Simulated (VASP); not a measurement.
# As (Cmmm) in VASP: a series of runs

Runs on As. Level: LDA. Tasks: single point.

All numbers are computed with VASP 6.6.1; they aren't measurements. Logs are shortened: lines on timing, memory, paths and dates and some standing lists are left out, and cuts for length are marked.

### Step 1. The cell of the first run

The structure is orthorhombic, space group Cmmm (No. 65). Conventional cell: a = 3.752 Å, b = 3.895 Å, c = 2.704 Å, α = 90.00°, β = 90.00°, γ = 90.00°. Within 3.6 Å of As (site symmetry mmm) lie 6 As at 2.70 Å.

### Step 2. Single point, LDA (strain +0.0375 x Voigt [0, 0, 0, 1, 0, 0])

INCAR reads:

```
ALGO = Normal
EDIFF = 1E-6
ENCUT = 520
GGA = CA
ISIF = 2
ISMEAR = 0
LASPH = True
LCHARG = True
LELF = True
LREAL = False
LVHAR = True
LWAVE = False
NBANDS = 8
NELM = 80
PREC = Accurate
SIGMA = 0.15
```

KPOINTS reads:

```
k-points
0
Gamma
  18 18 18
```

POSCAR reads:

```
As
1.0
    2.7036817444      0.0000000000      0.0000000000
    0.0000000000      2.7036817444      0.0506940327
    0.0000000000      0.0506940327      2.7036817444
As
1
Direct
    0.5000000000      0.5000000000      0.5000000000
```

Potentials or basis: VASP PAW LDA potentials, release 64 (As).

Launch:

```
$ cat potpaw_LDA.64/As/POTCAR > POTCAR
$ mpirun -np 1 vasp_std > vasp.out
```

OUTCAR:

```text
EDIFF = 1E-6
   ENCUT = 520
   GGA = CA
   ISIF = 2
   ISMEAR = 0
   LASPH = True
   LREAL = False
   NELM = 80
   PREC = Accurate

 ion  position               nearest neighbor table
   1  0.500  0.500  0.500-

  LATTYP: Found a base centered orthorhombic cell.
 ALAT       =     3.7518912027
 B/A-ratio  =     1.0382165605
 C/A-ratio  =     0.7206183757

  Lattice vectors:

 A1 = (   0.0000000000,  -0.0506940327,  -2.7036817444)
 A2 = (   0.0000000000,   2.7036817444,   0.0506940327)
 A3 = (   2.7036817444,   0.0000000000,   0.0000000000)

Analysis of symmetry for initial positions (statically):
=====================================================================
 Subroutine PRICEL returns:
 Original cell was already a primitive cell.

 Routine SETGRP: Setting up the symmetry group for a
 base centered orthorhombic supercell.

 Subroutine GETGRP returns: Found  8 space group operations
 (whereof  8 operations were pure point group operations)
 out of a pool of  8 trial point group operations.

The static configuration has the point symmetry D_2h.

Analysis of symmetry for dynamics (positions and initial velocities):
=====================================================================
 Subroutine PRICEL returns:
 Original cell was already a primitive cell.

 Routine SETGRP: Setting up the symmetry group for a
 base centered orthorhombic supercell.

 Subroutine GETGRP returns: Found  8 space group operations
 (whereof  8 operations were pure point group operations)
 out of a pool of  8 trial point group operations.

The dynamic configuration has the point symmetry D_2h.

 Subroutine INISYM returns: Found  8 space group operations
 (whereof  8 operations are pure point group operations),
 and found     1 'primitive' translations

----------------------------------------------------------------------------------------

                                     Primitive cell

  volume of cell :      19.7567

  direct lattice vectors                    reciprocal lattice vectors
     2.703681744  0.000000000  0.000000000     0.369866018  0.000000000  0.000000000
     0.000000000  2.703681744  0.050694033     0.000000000  0.369996094 -0.006937427
     0.000000000  0.050694033  2.703681744     0.000000000 -0.006937427  0.369996094

  length of vectors
     2.703681744  2.704156959  2.704156959     0.369866018  0.370061127  0.370061127

  position of ions in fractional coordinates (direct lattice)
     0.500000000  0.500000000  0.500000000

  ion indices of the primitive-cell ions
   primitive index   ion index
                 1           1

----------------------------------------------------------------------------------------

 KPOINTS: k-points

Automatic generation of k-mesh.
 Grid dimensions read from file:
 generate k-points for:   18   18   18

 Generating k-lattice:

  Cartesian coordinates                     Fractional coordinates (reciprocal lattice)
     0.020548112  0.000000000  0.000000000     0.055555556  0.000000000  0.000000000
     0.000000000  0.020555339 -0.000385413     0.000000000  0.055555556  0.000000000
     0.000000000 -0.000385413  0.020555339     0.000000000  0.000000000  0.055555556

  Length of vectors
     0.020548112  0.020558952  0.020558952

  Shift w.r.t. Gamma in fractional coordinates (k-lattice)
     0.000000000  0.000000000  0.000000000

 Subroutine IBZKPT returns following result:
 ===========================================

 Found    910 irreducible k-points:

 Following reciprocal coordinates:
            Coordinates               Weight
  0.000000  0.000000  0.000000      1.000000
  0.055556  0.000000  0.000000      2.000000
  0.111111  0.000000  0.000000      2.000000
  0.166667  0.000000  0.000000      2.000000
  0.222222  0.000000  0.000000      2.000000
  0.277778  0.000000  0.000000      2.000000
[... 16 lines left out ...]
  0.111111  0.111111  0.000000      8.000000
  0.166667  0.111111  0.000000      8.000000
 [... further k-points ...]
   k-points           NKPTS =    910   k-points in BZ     NKDIM =    910   number of bands    NBANDS=      8
   number of dos      NEDOS =    301   number of ions     NIONS =      1
   total plane-waves  NPLWV =   8000
   dimension x,y,z NGX =    20 NGY =   20 NGZ =   20
   dimension x,y,z NGXF=    40 NGYF=   40 NGZF=   40
   ions per type =               1
   NGX,Y,Z   is equivalent  to a cutoff of  12.30, 12.30, 12.30 a.u.
   NGXF,Y,Z  is equivalent  to a cutoff of  24.60, 24.59, 24.59 a.u.
 SYSTEM =  unknown system
   PREC   = accura    normal or accurate (medium, high low for compatibility)
   ISTART =      0    job   : 0-new  1-cont  2-samecut
   ICHARG =      2    charge: 1-file 2-atom 10-const
   ISPIN  =      1    spin polarized calculation?
   LNONCOLLINEAR =      F non collinear calculations
   LSORBIT =      F    spin-orbit coupling
   LASPH  =      T    aspherical Exc in radial PAW
   ENCUT  =  520.0 eV  38.22 Ry    6.18 a.u.   5.03  5.03  5.03*2*pi/ulx,y,z
   NELM   =     80;   NELMIN=  2; NELMDL= -5     # of ELM steps
   EDIFF  = 0.1E-05   stopping-criterion for ELM
   LREAL  =      F    real-space projection
[... 7 lines left out ...]
   TEBEG  =    0.0;   TEEND  =   0.0 temperature during run
   PSTRESS=    0.0 pullay stress
   NELECT =       5.0000    total number of electrons
   NUPDOWN=      -1.0000    fix difference up-down
   EMIN   =  10.00;   EMAX   =-10.00  energy-range for DOS
   EFERMI =   0.00;   METHOD = LEGACY
   ISMEAR =     0;   SIGMA  =   0.15  broadening in eV -4-tet -1-fermi 0-gaus
   EFERMI_NEDOS =   21; number of points for ismear=-14 and -15
   IALGO  =     38    algorithm
   IMIX   =      4    mixing-type and parameters
     AMIX     =   0.40;   BMIX     =  1.00
     AMIX_MAG =   1.60;   BMIX_MAG =  1.00
  volume/ion in A,a.u.               =      19.76       133.32
  Fermi-wavevector in a.u.,A,eV,Ry     =   1.035524  1.956857 14.589663  1.072310
  Thomas-Fermi vector in A             =   2.169871
   LORBIT       =      0    0 simple, 1 ext, 2 COOP (PROOUT), +10 PAW based schemes
   GGA     = CA    functional components
   LHFCALC =     F    Hartree Fock is set to
   AEXX    =    0.0000 exact exchange contribution
   IVDW    =     0    specifies the selected vdW correction
   LEPSILON=     F    determine dielectric tensor
   LRPA    =     F    only Hartree local field effects (RPA)
 non-spin polarized calculation
 Gauss-broadening in eV      SIGMA  =   0.15
  energy-cutoff  :      520.00
  volume of cell :       19.76
 maximum number of plane-waves:       546
   NGX = 11   NGY = 11   NGZ = 11

 number of electron       5.0000002 magnetization

 Free energy of the ion-electron system (eV)
  ---------------------------------------------------
  ext. energy  EPLUGINS =         0.00000000
  ---------------------------------------------------
  free energy    TOTEN  =        -5.31650996 eV

  energy without entropy =       -5.31169454  energy(sigma->0) =       -5.31410225

 E-fermi :   5.9911     XC(G=0): -10.5927

 val. band max:        5.9885121311   @ k =   0.0000   0.1667  -0.0000
 cond. band min:       6.0100815189   @ k =   0.2222   0.2778   0.1667
 fundamental gap:      0.0215693878
 Fermi energy:         5.9911268852

 k-point     1 :       0.0000    0.0000    0.0000
  band No.  band energies     occupation
      1      -9.0415      2.00000
      2       9.9458      0.00000
      3      10.0448      0.00000
      4      10.1712      0.00000
      5      14.5290      0.00000
      6      14.5490      0.00000
      7      16.3696      0.00000
      8      30.6338      0.00000

 k-point     2 :       0.0556    0.0000    0.0000
  band No.  band energies     occupation
      1      -8.9847      2.00000
      2       9.2593      0.00000
      3       9.9958      0.00000
      4      10.2212      0.00000
      5      14.6000      0.00000
      6      15.1218      0.00000
      7      16.7126      0.00000
      8      29.7954      0.00000

 k-point     3 :       0.1111    0.0000    0.0000
  band No.  band energies     occupation
      1      -8.8151      2.00000
      2       7.6893      0.00000
      3      10.1435      0.00000
      4      10.3691      0.00000
      5      14.7522      0.00000
      6      15.7831      0.00000
      7      18.0638      0.00000
      8      28.1093      0.00000

 k-point     4 :       0.1667    0.0000    0.0000
  band No.  band energies     occupation
      1      -8.5356      2.00000
      2       5.9793      1.08877
      3      10.3823      0.00000
      4      10.6083      0.00000
      5      15.0020      0.00000
      6      16.2009      0.00000
      7      20.0541      0.00000
      8      26.4640      0.00000

 k-point     5 :       0.2222    0.0000    0.0000
  band No.  band energies     occupation
      1      -8.1523      2.00000
      2       4.3113      2.00000
      3      10.6993      0.00000
      4      10.9260      0.00000
      5      15.3427      0.00000
      6      16.6396      0.00000
      7      22.1013      0.00000
      8      24.9378      0.00000

 k-point     6 :       0.2778    0.0000    0.0000
  band No.  band energies     occupation
      1      -7.6772      2.00000
      2       2.7537      2.00000
      3      11.0735      0.00000
      4      11.3012      0.00000
      5      15.7611      0.00000
      6      17.1645      0.00000
      7      23.5058      0.00000
      8      23.5655      0.00000

 k-point     7 :       0.3333    0.0000    0.0000
  band No.  band energies     occupation
      1      -7.1344      2.00000
      2       1.3545      2.00000
      3      11.4708      0.00000
      4      11.6997      0.00000
      5      16.2318      0.00000
      6      17.7902      0.00000
      7      22.3885      0.00000
      8      22.5700      0.00000

 k-point     8 :       0.3889    0.0000    0.0000
  band No.  band energies     occupation
      1      -6.5751      2.00000
      2       0.1772      2.00000
      3      11.8394      0.00000
      4      12.0698      0.00000
      5      16.7050      0.00000
      6      18.5176      0.00000
      7      21.4610      0.00000
      8      21.6420      0.00000

 k-point     9 :       0.4444    0.0000    0.0000
  band No.  band energies     occupation
      1      -6.1075      2.00000
      2      -0.6636      2.00000
      3      12.1094      0.00000
      4      12.3412      0.00000
      5      17.0865      0.00000
      6      19.3308      0.00000
      7      20.8552      0.00000
      8      21.0352      0.00000

 k-point    10 :       0.5000    0.0000    0.0000
  band No.  band energies     occupation
      1      -5.9130      2.00000
      2      -0.9829      2.00000
      3      12.2100      0.00000
      4      12.4425      0.00000
      5      17.2400      0.00000
      6      19.9775      0.00000
      7      20.6425      0.00000
      8      20.6990      0.00000
[... 78 lines left out ...]
 k-point    18 :       0.3889    0.0556    0.0000
  band No.  band energies     occupation
      1      -6.5182      2.00000
      2       0.2314      2.00000
      3      11.2518      0.00000
      4      12.0163      0.00000
      5      17.1373      0.00000
      6      18.4816      0.00000
      7      20.6060      0.00000
      8      21.6028      0.00000

 k-point    19 :       0.4444    0.0556    0.0000
  band No.  band energies     occupation
      1      -6.0504      2.00000
      2      -0.6093      2.00000
      3      11.5477      0.00000
      4      12.2875      0.00000
      5      17.5327      0.00000
      6      18.6150      0.00000
      7      20.5680      0.00000
      8      20.9965      0.00000

 k-point    20 :       0.5000    0.0556    0.0000
  band No.  band energies     occupation
      1      -5.8558      2.00000
      2      -0.9286      2.00000
      3      11.6595      0.00000
      4      12.3886      0.00000
      5      17.6924      0.00000
      6      18.5832      0.00000
      7      20.7834      0.00000
      8      21.0434      0.00000

 k-point    21 :       0.0000    0.1111    0.0000
  band No.  band energies     occupation
      1      -8.8148      2.00000
      2       7.6982      0.00000
      3      10.2429      0.00000
      4      10.2536      0.00000
      5      14.7389      0.00000
      6      15.7877      0.00000
      7      18.0776      0.00000
      8      27.7847      0.00000

 k-point    22 :       0.0556    0.1111    0.0000
  band No.  band energies     occupation
      1      -8.7580      2.00000
      2       7.7453      0.00000
      3       9.4739      0.00000
      4      10.3035      0.00000
      5      15.1184      0.00000
      6      16.2998      0.00000
      7      18.1454      0.00000
      8      27.1635      0.00000

 k-point    23 :       0.1111    0.1111    0.0000
  band No.  band energies     occupation
      1      -8.5885      2.00000
      2       7.7343      0.00000
      3       8.0814      0.00000
      4      10.4511      0.00000
      5      15.4487      0.00000
      6      17.6919      0.00000
      7      18.5158      0.00000
      8      25.5586      0.00000

 k-point    24 :       0.1667    0.1111    0.0000
  band No.  band energies     occupation
      1      -8.3090      2.00000
      2       6.1770      0.07969
      3       8.1878      0.00000
      4      10.6896      0.00000
      5      15.7495      0.00000
      6      18.2833      0.00000
      7      20.0981      0.00000
      8      24.0832      0.00000

 [... further k-points ...]
[... 5 lines left out ...]
  --------------------------------------------------------------------------------------
  -------------------------------------------------------------------------------------
  Total       -0.3107172     -0.2968203     -0.2968203      0.0000000     -0.1205032      0.0000000
  in kB      -25.1977558    -24.0707780    -24.0707780      0.0000000     -9.7722669      0.0000000
  external PRESSURE =     -24.4464372 kB  Pullay stress =       0.0000000 kB

 VOLUME and BASIS-vectors are now :
 -----------------------------------------------------------------------------
  energy-cutoff  :      520.00
  volume of cell :       19.76
      direct lattice vectors                 reciprocal lattice vectors
     2.703681744  0.000000000  0.000000000     0.369866018  0.000000000  0.000000000
     0.000000000  2.703681744  0.050694033     0.000000000  0.369996094 -0.006937427
     0.000000000  0.050694033  2.703681744     0.000000000 -0.006937427  0.369996094

 POSITION                                       TOTAL-FORCE (eV/Angst)
 -----------------------------------------------------------------------------------
      1.35184      1.37719      1.37719         0.000000      0.000000     -0.000000
 -----------------------------------------------------------------------------------
    total drift:                                0.000000      0.000000      0.000000

  FREE ENERGIE OF THE ION-ELECTRON SYSTEM (eV)
  ---------------------------------------------------
  free  energy   TOTEN  =        -5.3165099623 eV

  energy  without entropy=       -5.3116945361  energy(sigma->0) =       -5.31410225
```

Wall time 58 s (1 thread of Intel Xeon 6975P-C (Granite Rapids), shared host); peak memory 0.23 GiB.

Results:

| Quantity | Value |
| --- | --- |
| Free energy | -5.3165 eV |
| Pressure | -2.4 GPa |

Caveat: the cell differs from its parent crystal (strain +0.0375 x Voigt [0, 0, 0, 1, 0, 0]).

[end of part 1 of 2]
